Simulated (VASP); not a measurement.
# Zn5Au4 in VASP: single point with PBEsol

Aim: the single point of Zn5Au4 with PBEsol.

Program: VASP 6.6.1. These are calculated values, not measurements. Logs are shortened: lines on timing, memory, paths and dates and some standing lists are left out, and cuts for length are marked.

## Step 1: The cell of the first run

The cell holds a slab with vacuum, 9 atoms: a = 3.147 Å, b = 3.147 Å, c = 32.588 Å, α = 90.00°, β = 90.00°, γ = 90.00°.

## Step 2: Single point, PBEsol

File INCAR:

```
SYSTEM = Zn5Au4
  PREC = Accurate
  ENCUT = 520
  EDIFF = 1E-7
  ISMEAR = 0
  SIGMA = 0.1
  LREAL = .FALSE.
  LASPH = .TRUE.
  NELM = 60
  ALGO = Normal
  ISIF = 2
  LWAVE = .FALSE.
  LCHARG = .FALSE.
  LDIPOL = .TRUE.
  IDIPOL = 3
  DIPOL = 0.5 0.5 0.498
  GGA = PS
  NBANDS = 62
```

File KPOINTS:

```
Automatic mesh
0
G
  8 8 1
  0 0 0
```

File POSCAR:

```
Zn5Au4
1.0
    3.1470000000      0.0000000000      0.0000000000
    0.0000000000      3.1470000000      0.0000000000
    0.0000000000      0.0000000000     32.5880001567
Zn Au
5 4
Direct
    0.5000000000      0.5000000000      0.3068614199
    0.5000000000      0.5000000000      0.4034307146
    0.5000000000      0.5000000000      0.4991376761
    0.5000000000      0.5000000000      0.5937593271
    0.5000000000      0.5000000000      0.6844132903
    0.0000000000      0.0000000000      0.3551460626
    0.0000000000      0.0000000000      0.4517153573
    0.0000000000      0.0000000000      0.5465822747
    0.0000000000      0.0000000000      0.6435148280
```

Potentials or basis: VASP PAW PBE potentials, release 64 (Zn, Au).

Started as:

```console
$ cat potpaw_PBE.64/Zn/POTCAR potpaw_PBE.64/Au/POTCAR > POTCAR
$ mpirun -np 1 vasp_std > vasp.out
```

OUTCAR:

```text
SYSTEM = Zn5Au4
   PREC = Accurate
   ENCUT = 520
   EDIFF = 1E-7
   ISMEAR = 0
   LREAL = .FALSE.
   LASPH = .TRUE.
   NELM = 60
   ISIF = 2
   GGA = PS

 ion  position               nearest neighbor table
   1  0.500  0.500  0.307-   6 2.73   6 2.73   6 2.73   6 2.73
   2  0.500  0.500  0.403-   7 2.73   7 2.73   7 2.73   7 2.73   6 2.73   6 2.73   6 2.73   6 2.73

   3  0.500  0.500  0.499-   7 2.71   7 2.71   7 2.71   7 2.71   8 2.71   8 2.71   8 2.71   8 2.71

   4  0.500  0.500  0.594-   8 2.70   8 2.70   8 2.70   8 2.70   9 2.75   9 2.75   9 2.75   9 2.75
                             5 2.95
   5  0.500  0.500  0.684-   9 2.59   9 2.59   9 2.59   9 2.59   4 2.95
   6  0.000  0.000  0.355-   1 2.73   1 2.73   1 2.73   1 2.73   2 2.73   2 2.73   2 2.73   2 2.73
                             7 3.15
   7  0.000  0.000  0.452-   3 2.71   3 2.71   3 2.71   3 2.71   2 2.73   2 2.73   2 2.73   2 2.73
                             8 3.09   6 3.15
   8  0.000  0.000  0.547-   4 2.70   4 2.70   4 2.70   4 2.70   3 2.71   3 2.71   3 2.71   3 2.71
                             7 3.09   9 3.16
   9  0.000  0.000  0.644-   5 2.59   5 2.59   5 2.59   5 2.59   4 2.75   4 2.75   4 2.75   4 2.75
                             8 3.16

  LATTYP: Found a simple tetragonal cell.
 ALAT       =     3.1470000000
 C/A-ratio  =    10.3552590266

  Lattice vectors:

 A1 = (   3.1470000000,   0.0000000000,   0.0000000000)
 A2 = (   0.0000000000,   3.1470000000,   0.0000000000)
 A3 = (   0.0000000000,   0.0000000000,  32.5880001567)

Analysis of symmetry for initial positions (statically):
=====================================================================
 Subroutine PRICEL returns:
 Original cell was already a primitive cell.

 Routine SETGRP: Setting up the symmetry group for a
 simple tetragonal supercell.

 Subroutine GETGRP returns: Found  8 space group operations
 (whereof  8 operations were pure point group operations)
 out of a pool of 16 trial point group operations.

The static configuration has the point symmetry C_4v.

Analysis of symmetry for dynamics (positions and initial velocities):
=====================================================================
 Subroutine PRICEL returns:
 Original cell was already a primitive cell.

 Routine SETGRP: Setting up the symmetry group for a
 simple tetragonal supercell.

 Subroutine GETGRP returns: Found  8 space group operations
 (whereof  8 operations were pure point group operations)
 out of a pool of 16 trial point group operations.

The dynamic configuration has the point symmetry C_4v.

 Subroutine INISYM returns: Found  8 space group operations
 (whereof  8 operations are pure point group operations),
 and found     1 'primitive' translations

----------------------------------------------------------------------------------------

                                     Primitive cell

  volume of cell :     322.7388

  direct lattice vectors                    reciprocal lattice vectors
     3.147000000  0.000000000  0.000000000     0.317762949  0.000000000  0.000000000
     0.000000000  3.147000000  0.000000000     0.000000000  0.317762949  0.000000000
     0.000000000  0.000000000 32.588000157     0.000000000  0.000000000  0.030686142

  length of vectors
     3.147000000  3.147000000 32.588000157     0.317762949  0.317762949  0.030686142

  position of ions in fractional coordinates (direct lattice)
     0.500000000  0.500000000  0.306861420
     0.500000000  0.500000000  0.403430715
     0.500000000  0.500000000  0.499137676
     0.500000000  0.500000000  0.593759327
     0.500000000  0.500000000  0.684413290
     0.000000000  0.000000000  0.355146063
     0.000000000  0.000000000  0.451715357
     0.000000000  0.000000000  0.546582275
     0.000000000  0.000000000  0.643514828

  ion indices of the primitive-cell ions
   primitive index   ion index
                 1           1
                 2           2
                 3           3
                 4           4
                 5           5
                 6           6
                 7           7
                 8           8
                 9           9

----------------------------------------------------------------------------------------

 KPOINTS: Automatic mesh

Automatic generation of k-mesh.
 Grid dimensions read from file:
 generate k-points for:    8    8    1

 Generating k-lattice:

  Cartesian coordinates                     Fractional coordinates (reciprocal lattice)
     0.039720369  0.000000000  0.000000000     0.125000000  0.000000000  0.000000000
     0.000000000  0.039720369  0.000000000     0.000000000  0.125000000  0.000000000
     0.000000000  0.000000000  0.030686142     0.000000000  0.000000000  1.000000000

  Length of vectors
     0.039720369  0.039720369  0.030686142

  Shift w.r.t. Gamma in fractional coordinates (k-lattice)
     0.000000000  0.000000000  0.000000000

 Subroutine IBZKPT returns following result:
 ===========================================

 Found     15 irreducible k-points:

 Following reciprocal coordinates:
            Coordinates               Weight
  0.000000  0.000000  0.000000      1.000000
  0.125000  0.000000  0.000000      4.000000
  0.250000  0.000000  0.000000      4.000000
  0.375000  0.000000  0.000000      4.000000
  0.500000  0.000000  0.000000      2.000000
  0.125000  0.125000  0.000000      4.000000
  0.250000  0.125000  0.000000      8.000000
  0.375000  0.125000  0.000000      8.000000
  0.500000  0.125000  0.000000      4.000000
  0.250000  0.250000  0.000000      4.000000
  0.375000  0.250000  0.000000      8.000000
  0.500000  0.250000  0.000000      4.000000
  0.375000  0.375000  0.000000      4.000000
  0.500000  0.375000  0.000000      4.000000
  0.500000  0.500000  0.000000      1.000000
   k-points           NKPTS =     15   k-points in BZ     NKDIM =     15   number of bands    NBANDS=     62
   number of dos      NEDOS =    301   number of ions     NIONS =      9
   total plane-waves  NPLWV = 144000
   dimension x,y,z NGX =    24 NGY =   24 NGZ =  250
   dimension x,y,z NGXF=    48 NGYF=   48 NGZF=  500
   ions per type =               5   4
   NGX,Y,Z   is equivalent  to a cutoff of  12.68, 12.68, 12.75 a.u.
   NGXF,Y,Z  is equivalent  to a cutoff of  25.36, 25.36, 25.51 a.u.
 SYSTEM =  Zn5Au4
   PREC   = accura    normal or accurate (medium, high low for compatibility)
   ISTART =      0    job   : 0-new  1-cont  2-samecut
   ICHARG =      2    charge: 1-file 2-atom 10-const
   ISPIN  =      1    spin polarized calculation?
   LNONCOLLINEAR =      F non collinear calculations
   LSORBIT =      F    spin-orbit coupling
   LASPH  =      T    aspherical Exc in radial PAW
   ENCUT  =  520.0 eV  38.22 Ry    6.18 a.u.   5.85  5.85 60.59*2*pi/ulx,y,z
   NELM   =     60;   NELMIN=  2; NELMDL= -5     # of ELM steps
   EDIFF  = 0.1E-06   stopping-criterion for ELM
   LREAL  =      F    real-space projection
   EDIFFG = 0.1E-05   stopping-criterion for IOM
   NSW    =      0    number of steps for IOM
   IBRION =     -1    ionic relax: 0-MD 1-quasi-New 2-CG
   NFREE  =      0    steps in history (QN), initial steepest desc. (CG)
   ISIF   =      2    stress and relaxation
   ISYM   =      2    0-nonsym 1-usesym 2-fastsym
   POTIM  = 0.5000    time-step for ionic-motion
   TEBEG  =    0.0;   TEEND  =   0.0 temperature during run
   PSTRESS=    0.0 pullay stress
   NELECT =     104.0000    total number of electrons
   NUPDOWN=      -1.0000    fix difference up-down
   EMIN   =  10.00;   EMAX   =-10.00  energy-range for DOS
   EFERMI =   0.00;   METHOD = LEGACY
   ISMEAR =     0;   SIGMA  =   0.10  broadening in eV -4-tet -1-fermi 0-gaus
   EFERMI_NEDOS =   21; number of points for ismear=-14 and -15
   IALGO  =     38    algorithm
   IMIX   =      4    mixing-type and parameters
     AMIX     =   0.40;   BMIX     =  1.00
     AMIX_MAG =   1.60;   BMIX_MAG =  1.00
  volume/ion in A,a.u.               =      35.86       241.99
  Fermi-wavevector in a.u.,A,eV,Ry     =   1.122369  2.120969 17.139415  1.259711
  Thomas-Fermi vector in A             =   2.259028
   LORBIT       =      0    0 simple, 1 ext, 2 COOP (PROOUT), +10 PAW based schemes
   GGA     = PS    functional components
   LHFCALC =     F    Hartree Fock is set to
   AEXX    =    0.0000 exact exchange contribution
   IVDW    =     0    specifies the selected vdW correction
   LEPSILON=     F    determine dielectric tensor
   LRPA    =     F    only Hartree local field effects (RPA)
 non-spin polarized calculation
 Gauss-broadening in eV      SIGMA  =   0.10
  energy-cutoff  :      520.00
  volume of cell :      322.74
 maximum number of plane-waves:      8816
 NGX is ok and might be reduce to    24
   NGX = 11   NGY = 11   NGZ =121

 dipolmoment           0.000000      0.000000      0.006987 electrons x Angstroem

 number of electron     104.0000000 magnetization

 dipolmoment           0.000000      0.000000     -0.009439 electrons x Angstroem

 Free energy of the ion-electron system (eV)
  ---------------------------------------------------
  ext. energy  EPLUGINS =         0.00000000
  ---------------------------------------------------
  free energy    TOTEN  =       -23.88415421 eV

  energy without entropy =      -23.86824745  energy(sigma->0) =      -23.87620083

 E-fermi :   0.5432     XC(G=0):  -5.9514

 val. band max:        0.5383477144   @ k =   0.3750   0.2500   0.0000
 cond. band min:       0.5622977363   @ k =   0.3750   0.1250   0.0000
 fundamental gap:      0.0239500219
 Fermi energy:         0.5432175282

 k-point     1 :       0.0000    0.0000    0.0000
  band No.  band energies     occupation
      1      -9.9517      2.00000
      2      -9.3909      2.00000
      3      -8.5757      2.00000
      4      -7.5969      2.00000
      5      -7.4889      2.00000
      6      -7.4627      2.00000
[... 964 lines left out ...]
     61       3.0498      0.00000
     62       3.1917      0.00000

------------------------ aborting loop because EDIFF is reached ----------------------------------------

 vacuum level on the upper side and lower side of the slab       (xc-potential included)        -0.210        -0.039

  FORCE on cell =-STRESS in cart. coord.  units (eV):
  Direction    XX          YY          ZZ          XY          YZ          ZX
  --------------------------------------------------------------------------------------
  -------------------------------------------------------------------------------------
  Total       -1.6576383     -1.6576383     -0.9759456      0.0000000      0.0000000      0.0000000
  in kB       -8.2290398     -8.2290398     -4.8449021      0.0000000      0.0000000      0.0000000
  external PRESSURE =      -7.1009939 kB  Pullay stress =       0.0000000 kB

 VOLUME and BASIS-vectors are now :
 -----------------------------------------------------------------------------
  energy-cutoff  :      520.00
  volume of cell :      322.74
      direct lattice vectors                 reciprocal lattice vectors
     3.147000000  0.000000000  0.000000000     0.317762949  0.000000000  0.000000000
     0.000000000  3.147000000  0.000000000     0.000000000  0.317762949  0.000000000
     0.000000000  0.000000000 32.588000157     0.000000000  0.000000000  0.030686142

 POSITION                                       TOTAL-FORCE (eV/Angst)
 -----------------------------------------------------------------------------------
      1.57350      1.57350     10.00000         0.000000      0.000000      0.518676
      1.57350      1.57350     13.14700         0.000000      0.000000      0.007518
      1.57350      1.57350     16.26590         0.000000      0.000000      0.001977
      1.57350      1.57350     19.34943        -0.000000      0.000000     -0.003366
      1.57350      1.57350     22.30366         0.000000      0.000000      0.031089
      0.00000      0.00000     11.57350         0.000000      0.000000     -0.460587
      0.00000      0.00000     14.72050         0.000000      0.000000     -0.070266
      0.00000      0.00000     17.81202         0.000000      0.000000     -0.011289
      0.00000      0.00000     20.97086         0.000000      0.000000     -0.013752
 -----------------------------------------------------------------------------------
    total drift:                                0.000000     -0.000000      0.000132

  FREE ENERGIE OF THE ION-ELECTRON SYSTEM (eV)
  ---------------------------------------------------
  free  energy   TOTEN  =       -23.8841542125 eV

  energy  without entropy=      -23.8682474543  energy(sigma->0) =      -23.87620083

 vacuum level on the upper side and lower side of the slab         4.339         4.513
```

Run time: 14 min. Hardware: 1 thread of Intel Xeon Platinum 8259CL at 2.50GHz (Skylake/Cascade Lake), shared host; peak memory 0.5 GiB.

What came out:

```yaml
Free_energy: -23.8842 eV
Largest_force: 0.519 eV/Å
Band_gap_on_the_k_mesh: zero (bands 52 and 53 overlap by 2.90 eV)
```

Forces on the atoms (eV/Å):
```
Zn   0.000  0.000  0.519
Zn   0.000  0.000  0.008
Zn   0.000  0.000  0.002
Zn   0.000  0.000 -0.003
Zn   0.000  0.000  0.031
Au   0.000  0.000 -0.461
Au   0.000  0.000 -0.070
Au   0.000  0.000 -0.011
Au   0.000  0.000 -0.014
```

Levels at points of the mesh, in eV from the Fermi level:
| k point | band 49 | band 50 | band 51 | band 52 | band 53 | band 54 | band 55 | band 56 |
| --- | --- | --- | --- | --- | --- | --- | --- | --- |
| (0.00, 0.00, 0.00) | -3.71 | -3.66 | -1.80 | -0.70 | 0.80 | 2.22 | 3.56 | 3.93 |
| (0.50, 0.00, 0.00) | -2.45 | -2.34 | -2.25 | -2.14 | -1.69 | -1.45 | 0.64 | 1.01 |
| (0.50, 0.50, 0.00) | -0.57 | 0.81 | 0.81 | 0.92 | 1.14 | 1.43 | 1.60 | 1.63 |

Caveat: the PAW data sets were made with another functional, which shifts forces and pressure a little; spin-orbit coupling is left out, which moves the levels of the heavy elements.
